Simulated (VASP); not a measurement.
# BaTiO3 (Amm2) in VASP: further runs

Runs on BaTiO3. Level: r2SCAN+U. Tasks: single point, relaxation of cell and atoms.

Program: VASP 6.6.1. These are calculated values, not measurements. Logs are shortened: lines on timing, memory, paths and dates and some standing lists are left out, and cuts for length are marked.

### Step 1. The cell of the first run

The structure is orthorhombic, space group Amm2 (No. 38). Conventional cell: a = 3.995 Å, b = 5.685 Å, c = 5.696 Å, α = 90.00°, β = 90.00°, γ = 90.00°. Ba (site symmetry mm2) has 12 O at 2.79 to 2.90 Å and 8 Ti at 3.44 to 3.52 Å within 3.7 Å. Ti (site symmetry mm2) has 6 O at 1.91 to 2.12 Å within 2.5 Å. O (site symmetry mm2) has 2 Ti at 2.00 Å and 4 Ba at 2.79 to 2.90 Å and 8 O at 2.82 to 2.85 Å within 3.0 Å. Within 2.5 Å of O (site symmetry m) lie 2 Ti at 1.91 to 2.12 Å.

### Step 2. Single point, r2SCAN+U

The input, POSCAR:

```
BaTiO3
1.0
    3.9951440239      0.0000000000      0.0000000000
    0.0000000000      2.8424767275      2.8480072467
    0.0000000000     -2.8424767275      2.8480072467
Ba Ti O
1 1 3
Direct
    0.0000000000      0.0044061013      0.0044061013
    0.5000000000      0.5135753574      0.5135753574
    0.0000000000      0.4947134011      0.4947134011
    0.5000000000      0.4954342955      0.9880908446
    0.5000000000      0.9880908446      0.4954342955
```

The input, INCAR.step1:

```
  ALGO = Normal
  EDIFF = 1E-4
  ENCUT = 520
  GGA = PE
  ISMEAR = 0
  LASPH = T
  LCHARG = F
  LDAU = T
  LDAUJ = 0 0 0
  LDAUL = -1 2 -1
  LDAUTYPE = 2
  LDAUU = 0 4 0
  LMAXMIX = 4
  LREAL = F
  LWAVE = T
  NBANDS = 28
  NELM = 150
  PREC = Accurate
  SIGMA = 0.05
```

The input, INCAR.step2:

```
  ALGO = Normal
  EDIFF = 1E-6
  ENCUT = 520
  ISIF = 2
  ISMEAR = 0
  ISTART = 1
  LASPH = T
  LCHARG = T
  LDAU = T
  LDAUJ = 0 0 0
  LDAUL = -1 2 -1
  LDAUPRINT = 1
  LDAUTYPE = 2
  LDAUU = 0 4 0
  LELF = T
  LMAXMIX = 4
  LMIXTAU = T
  LREAL = F
  LVHAR = T
  LWAVE = F
  METAGGA = R2SCAN
  NBANDS = 28
  NELM = 150
  PREC = Accurate
  SIGMA = 0.05
```

The input, KPOINTS:

```
k-points
0
Gamma
  6 6 6
```

Potentials or basis: VASP PAW PBE potentials, release 64 (Ba_sv, Ti_sv, O).

Launch:

```sh
$ cat potpaw_PBE.64/Ba_sv/POTCAR potpaw_PBE.64/Ti_sv/POTCAR potpaw_PBE.64/O/POTCAR > POTCAR
$ cp INCAR.step1 INCAR
$ mpirun -np 1 vasp_std > vasp.out
$ cp INCAR.step2 INCAR
$ mpirun -np 1 vasp_std > vasp.out
```

OUTCAR:

```text
EDIFF = 1E-6
   ENCUT = 520
   ISIF = 2
   ISMEAR = 0
   ISTART = 1
   LASPH = T
   LREAL = F
   METAGGA = R2SCAN
   NELM = 150
   PREC = Accurate

 ion  position               nearest neighbor table
   1  0.000  0.004  0.004-   3 2.79   4 2.81   5 2.81   4 2.81   5 2.81   3 2.84   3 2.84   5 2.86
                             4 2.86   5 2.86   4 2.86   3 2.90   2 3.44   2 3.44   2 3.47   2 3.47
   2  0.500  0.514  0.514-   4 1.91   5 1.91   3 2.00   3 2.00   5 2.12   4 2.12   1 3.44   1 3.44
                             1 3.47   1 3.47   1 3.47   1 3.47   1 3.52   1 3.52
   3  0.000  0.495  0.495-   2 2.00   2 2.00   1 2.79   1 2.84   1 2.84   1 2.90
   4  0.500  0.495  0.988-   2 1.91   2 2.12   1 2.81   1 2.81   1 2.86   1 2.86
   5  0.500  0.988  0.495-   2 1.91   2 2.12   1 2.81   1 2.81   1 2.86   1 2.86

  LATTYP: Found a base centered orthorhombic cell.
 ALAT       =     5.6849534550
 B/A-ratio  =     1.0019456691
 C/A-ratio  =     0.7027575609

  Lattice vectors:

 A1 = (   0.0000000000,   2.8424767275,  -2.8480072467)
 A2 = (   0.0000000000,   2.8424767275,   2.8480072467)
 A3 = (   3.9951440239,   0.0000000000,   0.0000000000)

Analysis of symmetry for initial positions (statically):
=====================================================================
 Subroutine PRICEL returns:
 Original cell was already a primitive cell.

 Routine SETGRP: Setting up the symmetry group for a
 base centered orthorhombic supercell.

 Subroutine GETGRP returns: Found  4 space group operations
 (whereof  4 operations were pure point group operations)
 out of a pool of  8 trial point group operations.

The static configuration has the point symmetry C_2v.

Analysis of symmetry for dynamics (positions and initial velocities):
=====================================================================
 Subroutine PRICEL returns:
 Original cell was already a primitive cell.

 Routine SETGRP: Setting up the symmetry group for a
 base centered orthorhombic supercell.

 Subroutine GETGRP returns: Found  4 space group operations
 (whereof  4 operations were pure point group operations)
 out of a pool of  8 trial point group operations.

The dynamic configuration has the point symmetry C_2v.

 Subroutine INISYM returns: Found  4 space group operations
 (whereof  4 operations are pure point group operations),
 and found     1 'primitive' translations

----------------------------------------------------------------------------------------

                                     Primitive cell

  volume of cell :      64.6845

  direct lattice vectors                    reciprocal lattice vectors
     3.995144024  0.000000000  0.000000000     0.250303867  0.000000000  0.000000000
     0.000000000  2.842476727  2.848007247     0.000000000  0.175902935  0.175561351
     0.000000000 -2.842476727  2.848007247     0.000000000 -0.175902935  0.175561351

  length of vectors
     3.995144024  4.023781707  4.023781707     0.250303867  0.248522898  0.248522898

  position of ions in fractional coordinates (direct lattice)
     0.000000000  0.004406101  0.004406101
     0.500000000  0.513575357  0.513575357
     0.000000000  0.494713401  0.494713401
     0.500000000  0.495434295  0.988090845
     0.500000000  0.988090845  0.495434295

  ion indices of the primitive-cell ions
   primitive index   ion index
                 1           1
                 2           2
                 3           3
                 4           4
                 5           5
[... 57 lines left out ...]
   dimension x,y,z NGX =    30 NGY =   30 NGZ =   30
   dimension x,y,z NGXF=    60 NGYF=   60 NGZF=   60
   ions per type =               1   1   3
   NGX,Y,Z   is equivalent  to a cutoff of  12.48, 12.39, 12.39 a.u.
   NGXF,Y,Z  is equivalent  to a cutoff of  24.97, 24.79, 24.79 a.u.
 SYSTEM =  unknown system
   PREC   = accura    normal or accurate (medium, high low for compatibility)
   ISTART =      1    job   : 0-new  1-cont  2-samecut
   ICHARG =      0    charge: 1-file 2-atom 10-const
   ISPIN  =      1    spin polarized calculation?
   LNONCOLLINEAR =      F non collinear calculations
   LSORBIT =      F    spin-orbit coupling
   LASPH  =      T    aspherical Exc in radial PAW
   ENCUT  =  520.0 eV  38.22 Ry    6.18 a.u.   7.43  7.48  7.48*2*pi/ulx,y,z
   NELM   =    150;   NELMIN=  2; NELMDL=  0     # of ELM steps
   EDIFF  = 0.1E-05   stopping-criterion for ELM
   LREAL  =      F    real-space projection
   EDIFFG = 0.1E-04   stopping-criterion for IOM
   NSW    =      0    number of steps for IOM
   IBRION =     -1    ionic relax: 0-MD 1-quasi-New 2-CG
   NFREE  =      0    steps in history (QN), initial steepest desc. (CG)
   ISIF   =      2    stress and relaxation
   ISYM   =      2    0-nonsym 1-usesym 2-fastsym
   POTIM  = 0.5000    time-step for ionic-motion
   TEBEG  =    0.0;   TEEND  =   0.0 temperature during run
   PSTRESS=    0.0 pullay stress
   NELECT =      40.0000    total number of electrons
   NUPDOWN=      -1.0000    fix difference up-down
   EMIN   =  10.00;   EMAX   =-10.00  energy-range for DOS
   EFERMI =   0.00;   METHOD = LEGACY
   ISMEAR =     0;   SIGMA  =   0.05  broadening in eV -4-tet -1-fermi 0-gaus
   EFERMI_NEDOS =   21; number of points for ismear=-14 and -15
   IALGO  =     38    algorithm
   IMIX   =      4    mixing-type and parameters
     AMIX     =   0.40;   BMIX     =  1.00
     AMIX_MAG =   1.60;   BMIX_MAG =  1.00
  volume/ion in A,a.u.               =      12.94        87.30
  Fermi-wavevector in a.u.,A,eV,Ry     =   1.394745  2.635685 26.467582  1.945312
  Thomas-Fermi vector in A             =   2.518264
   LORBIT       =      0    0 simple, 1 ext, 2 COOP (PROOUT), +10 PAW based schemes
 LDA+U is selected, type is set to LDAUTYPE =  2
   angular momentum for each species LDAUL =    -1    2   -1
   U (eV)           for each species LDAUU =   0.0  4.0  0.0
   J (eV)           for each species LDAUJ =   0.0  0.0  0.0
   METAGGA = R2SCAN    functional components
   LHFCALC =     F    Hartree Fock is set to
   AEXX    =    0.0000 exact exchange contribution
   IVDW    =     0    specifies the selected vdW correction
   LEPSILON=     F    determine dielectric tensor
   LRPA    =     F    only Hartree local field effects (RPA)
 non-spin polarized calculation
 Gauss-broadening in eV      SIGMA  =   0.05
  energy-cutoff  :      520.00
  volume of cell :       64.68
 maximum number of plane-waves:      1765
 NGX is ok and might be reduce to    30
   NGX = 15   NGY = 15   NGZ = 15

atom =   2  type =  2  l = 2

 onsite density matrix

spin component  1

  0.0977  0.0000  0.0000  0.0000  0.0000
  0.0000  0.2385  0.0000  0.0000  0.0000
  0.0000  0.0000  0.1306  0.0000 -0.0558
  0.0000  0.0000  0.0000  0.0971  0.0000
  0.0000  0.0000 -0.0558  0.0000  0.2044

spin component  2

  0.0977  0.0000  0.0000  0.0000  0.0000
  0.0000  0.2385  0.0000  0.0000  0.0000
  0.0000  0.0000  0.1306  0.0000 -0.0558
  0.0000  0.0000  0.0000  0.0971  0.0000
  0.0000  0.0000 -0.0558  0.0000  0.2044

 occupancies and eigenvectors

  o =  0.0971  v =  0.0000  0.0000  0.0000  1.0000  0.0000  0.0000  0.0000  0.0000  0.0000  0.0000      0.0000  0.0000  0.0000  0.0000  0.0000  0.0000  0.0000  0.0000  0.0000  0.0000
  o =  0.0971  v =  0.0000  0.0000  0.0000  0.0000  0.0000  0.0000  0.0000  0.0000  1.0000  0.0000      0.0000  0.0000  0.0000  0.0000  0.0000  0.0000  0.0000  0.0000  0.0000  0.0000
  o =  0.0977  v =  1.0000  0.0000  0.0000  0.0000  0.0000  0.0000  0.0000  0.0000  0.0000  0.0000      0.0000  0.0000  0.0000  0.0000  0.0000  0.0000  0.0000  0.0000  0.0000  0.0000
  o =  0.0977  v =  0.0000  0.0000  0.0000  0.0000  0.0000  1.0000  0.0000  0.0000  0.0000  0.0000      0.0000  0.0000  0.0000  0.0000  0.0000  0.0000  0.0000  0.0000  0.0000  0.0000
  o =  0.1006  v =  0.0000  0.0000 -0.8809  0.0000 -0.4734  0.0000  0.0000  0.0000  0.0000  0.0000      0.0000  0.0000  0.0000  0.0000  0.0000  0.0000  0.0000  0.0000  0.0000  0.0000
  o =  0.1006  v =  0.0000  0.0000  0.0000  0.0000  0.0000  0.0000  0.0000 -0.8809  0.0000 -0.4734      0.0000  0.0000  0.0000  0.0000  0.0000  0.0000  0.0000  0.0000  0.0000  0.0000
  o =  0.2344  v =  0.0000  0.0000  0.0000  0.0000  0.0000  0.0000  0.0000 -0.4734  0.0000  0.8809      0.0000  0.0000  0.0000  0.0000  0.0000  0.0000  0.0000  0.0000  0.0000  0.0000
  o =  0.2344  v =  0.0000  0.0000 -0.4734  0.0000  0.8809  0.0000  0.0000  0.0000  0.0000  0.0000      0.0000  0.0000  0.0000  0.0000  0.0000  0.0000  0.0000  0.0000  0.0000  0.0000
  o =  0.2385  v =  0.0000  0.0000  0.0000  0.0000  0.0000  0.0000  1.0000  0.0000  0.0000  0.0000      0.0000  0.0000  0.0000  0.0000  0.0000  0.0000  0.0000  0.0000  0.0000  0.0000
  o =  0.2385  v =  0.0000  1.0000  0.0000  0.0000  0.0000  0.0000  0.0000  0.0000  0.0000  0.0000      0.0000  0.0000  0.0000  0.0000  0.0000  0.0000  0.0000  0.0000  0.0000  0.0000

 number of electron      39.9999992 magnetization

 Free energy of the ion-electron system (eV)
  ---------------------------------------------------
  ext. energy  EPLUGINS =         0.00000000
  ---------------------------------------------------
  free energy    TOTEN  =       -71.63942210 eV

  energy without entropy =      -71.63942210  energy(sigma->0) =      -71.63942210

 E-fermi :   3.9810     XC(G=0): -11.8679

 val. band max:        3.5953005893   @ k =   0.5000   0.5000   0.5000
 cond. band min:       6.4243489350   @ k =   0.0000   0.0000   0.0000
 fundamental gap:      2.8290483458
 Fermi energy:         3.9809847164

 k-point     1 :       0.0000    0.0000    0.0000
  band No.  band energies     occupation
      1     -56.2563      2.00000
      2     -31.3829      2.00000
      3     -31.3794      2.00000
      4     -31.3593      2.00000
      5     -21.9185      2.00000
      6     -14.2985      2.00000
[... 733 lines left out ...]
     27      12.3566      0.00000
     28      12.8084      0.00000

 [... further k-points ...]

------------------------ aborting loop because EDIFF is reached ----------------------------------------

  FORCE on cell =-STRESS in cart. coord.  units (eV):
  Direction    XX          YY          ZZ          XY          YZ          ZX
  --------------------------------------------------------------------------------------
  -------------------------------------------------------------------------------------
  Total        1.4964819      1.6303621      1.5351414      0.0000000      0.0000000      0.0000000
  in kB       37.0665016     40.3825949     38.0240641      0.0000000      0.0000000      0.0000000
  external PRESSURE =      38.4910535 kB  Pullay stress =       0.0000000 kB

 VOLUME and BASIS-vectors are now :
 -----------------------------------------------------------------------------
  energy-cutoff  :      520.00
  volume of cell :       64.68
      direct lattice vectors                 reciprocal lattice vectors
     3.995144024  0.000000000  0.000000000     0.250303867  0.000000000  0.000000000
     0.000000000  2.842476727  2.848007247     0.000000000  0.175902935  0.175561351
     0.000000000 -2.842476727  2.848007247     0.000000000 -0.175902935  0.175561351

 POSITION                                       TOTAL-FORCE (eV/Angst)
 -----------------------------------------------------------------------------------
      0.00000      0.00000      0.02510         0.000000     -0.000000     -0.021556
      1.99757      0.00000      2.92533         0.000000     -0.000000     -0.521042
      0.00000      0.00000      2.81789         0.000000     -0.000000      0.006298
      1.99757     -1.40036      4.22509         0.000000     -0.266978      0.268150
      1.99757      1.40036      4.22509         0.000000      0.266978      0.268150
 -----------------------------------------------------------------------------------
    total drift:                                0.000000      0.000003      0.009035

  FREE ENERGIE OF THE ION-ELECTRON SYSTEM (eV)
  ---------------------------------------------------
  free  energy   TOTEN  =       -71.6394220966 eV

  energy  without entropy=      -71.6394220966  energy(sigma->0) =      -71.63942210
```

It took 4.1 min on 1 thread of Intel Xeon Platinum 8375C at 2.90GHz (Ice Lake), shared host; peak memory 0.23 GiB.

What came out:

| Item | Value |
| --- | --- |
| Free energy | -71.6394 eV |
| Pressure | 3.8 GPa |
| Largest force | 0.521 eV/Å |
| Band gap on the k mesh | 2.83 eV (least direct gap 3.15 eV) |

Forces on the atoms (eV/Å):
```
Ba   0.000  0.000 -0.022
Ti   0.000  0.000 -0.521
O    0.000  0.000  0.006
O    0.000 -0.267  0.268
O    0.000  0.267  0.268
```

Eigenvalues of the final occupation matrices:
```tsv
site	spin	trace	eigenvalues
site 2 d	1	0.77	0.10 0.10 0.10 0.23 0.24
site 2 d	2	0.77	0.10 0.10 0.10 0.23 0.24
```

Caveat: the cell stands under pressure; the PAW data sets were made with another functional, which shifts forces and pressure a little; spin-orbit coupling is left out, which moves the levels of the heavy elements. A k mesh can miss the band edges.

### Step 3. Relaxation of cell and atoms, r2SCAN+U

This run uses another cell than the first one, of 12.87 Å³/atom.

The input, POSCAR:

```
BaTiO3
1.0
    3.9841000000      0.0000000000      0.0000000000
    0.0000000000      2.8370500000      2.8458000000
    0.0000000000     -2.8370500000      2.8458000000
Ba Ti O
1 1 3
Direct
    0.0000000000      0.0000000000      0.0000000000
    0.5000000000      0.5079000000      0.5079000000
    0.0000000000      0.4921000000      0.4921000000
    0.5000000000      0.5025100000      0.9937100000
    0.5000000000      0.9937100000      0.5025100000
```

The input, INCAR.step1:

```
PREC = Accurate ; ENCUT = 600
ISMEAR = 0 ; SIGMA = 0.02
LREAL = False ; LASPH = True
NELM = 150 ; LMAXMIX = 4
LDAU = True ; LDAUTYPE = 2
LDAUL = -1 2 -1 ; LDAUU = 0 4 0
LDAUJ = 0 0 0 ; GGA = PE
ALGO = Normal ; EDIFF = 1E-4
LWAVE = True ; LCHARG = False
```

The input, INCAR.step2:

```
PREC = Accurate ; ENCUT = 600
EDIFF = 1E-6 ; ISMEAR = 0
SIGMA = 0.02 ; LREAL = False
LASPH = True ; NELM = 150
ALGO = Normal ; ISIF = 3
LWAVE = False ; LCHARG = False
LMAXMIX = 4 ; LDAU = True
LDAUTYPE = 2 ; LDAUL = -1 2 -1
LDAUU = 0 4 0 ; LDAUJ = 0 0 0
LDAUPRINT = 1 ; METAGGA = R2SCAN
LMIXTAU = True ; IBRION = 2
NSW = 100 ; EDIFFG = -0.005
ISTART = 1
```

The input, KPOINTS:

```
Automatic mesh
0
Gamma
  6 6 6
```

Potentials or basis: VASP PAW PBE potentials, release 64 (Ba_sv, Ti_sv, O).

Launch:

```sh
$ cat potpaw_PBE.64/Ba_sv/POTCAR potpaw_PBE.64/Ti_sv/POTCAR potpaw_PBE.64/O/POTCAR > POTCAR
$ cp INCAR.step1 INCAR
$ mpirun -np 1 vasp_std > vasp.out
$ cp INCAR.step2 INCAR
$ mpirun -np 1 vasp_std > vasp.out
```

Run time: 43 min. Hardware: 1 thread of Oxide Virtual Turin-like, shared host; peak memory 0.24 GiB.

It converged, with:

| Quantity | Value |
| --- | --- |
| Free energy | -71.6848 eV |
| Relaxed volume | 13.10 Å³/atom |
| Relaxed cell | a = 4.031 Å, b = 4.031 Å, c = 4.031 Å, α = 90.00°, β = 90.00°, γ = 90.00° |
| Space group after relaxing (to 0.1 Å) | Pm-3m (No. 221) |
| Energy gained by relaxing | 5.5 meV/atom |
| Ionic steps | 18 |
| Pressure after relaxing | 0.0 GPa |
| Band gap on the k mesh | 2.61 eV (least direct gap 2.82 eV) |

Forces in eV/Å, atoms in the order of the input:
```
Ba   0.000  0.000  0.003
Ti   0.000  0.000 -0.003
O    0.000  0.000  0.002
O    0.000 -0.002 -0.001
O    0.000  0.002 -0.001
```

The path:
```csv
step,energy change (eV),largest force (eV/Å),pressure (GPa),volume (Å³)
1,0.0000,0.2762,3.74,64.33
2,-0.0011,0.1487,-4.00,67.17
3,-0.0187,0.1510,-0.35,65.75
4,-0.0222,0.1227,-0.22,65.66
5,-0.0250,0.0718,0.15,65.47
6,-0.0265,0.0710,-0.14,65.56
7,-0.0266,0.0714,-0.22,65.59
8,-0.0270,0.0368,0.32,65.38
9,-0.0271,0.0420,0.26,65.41
10,-0.0273,0.0173,-0.01,65.50
11,-0.0273,0.0167,-0.02,65.50
12,-0.0274,0.0166,-0.02,65.50
13,-0.0275,0.0140,-0.01,65.50
14,-0.0275,0.0129,-0.01,65.50
15,-0.0275,0.0063,0.03,65.48
16,-0.0275,0.0049,0.05,65.47
17,-0.0275,0.0027,-0.08,65.52
18,-0.0275,0.0027,-0.03,65.50
```

Final structure:
```
CELL_PARAMETERS angstrom
4.03140 0.00000 0.00000
0.00000 2.85011 2.85015
0.00000 -2.85011 2.85015
ATOMIC_POSITIONS crystal
Ba 0.00000 0.99921 0.99921
Ti 0.50000 0.49917 0.49917
O 0.00000 0.49920 0.49920
O 0.50000 0.49939 0.99925
O 0.50000 0.99925 0.49939
```

Levels at points of the mesh, in eV from the valence-band top:
```csv
k point,band 16,band 17,band 18,band 19,band 20,band 21,band 22,band 23,band 24
"(0.00, 0.00, 0.00)",-1.10,-1.10,-0.22,-0.22,-0.22,2.61,2.61,2.61,4.09
"(0.50, 0.00, 0.00)",-1.88,-1.71,-1.71,-0.81,-0.81,2.78,4.10,4.22,4.22
"(0.00, 0.50, 0.00)",-1.88,-1.72,-1.72,-0.81,-0.81,2.78,4.09,4.23,4.23
"(0.50, 0.50, 0.00)",-2.54,-1.95,-0.92,-0.92,-0.09,4.24,4.24,4.69,4.92
"(0.00, 0.50, 0.50)",-2.54,-1.94,-0.91,-0.91,-0.09,4.24,4.24,4.69,4.92
"(0.50, 0.50, 0.50)",-2.34,-2.34,0.00,0.00,0.00,4.90,4.90,4.90,7.25
```

Eigenvalues of the final occupation matrices:
```
    site  spin  trace               eigenvalues
site 2 d     1   0.74  0.09 0.09 0.09 0.23 0.23
site 2 d     2   0.74  0.09 0.09 0.09 0.23 0.23
```

Caveat: the PAW data sets were made with another functional, which shifts forces and pressure a little; spin-orbit coupling is left out, which moves the levels of the heavy elements.
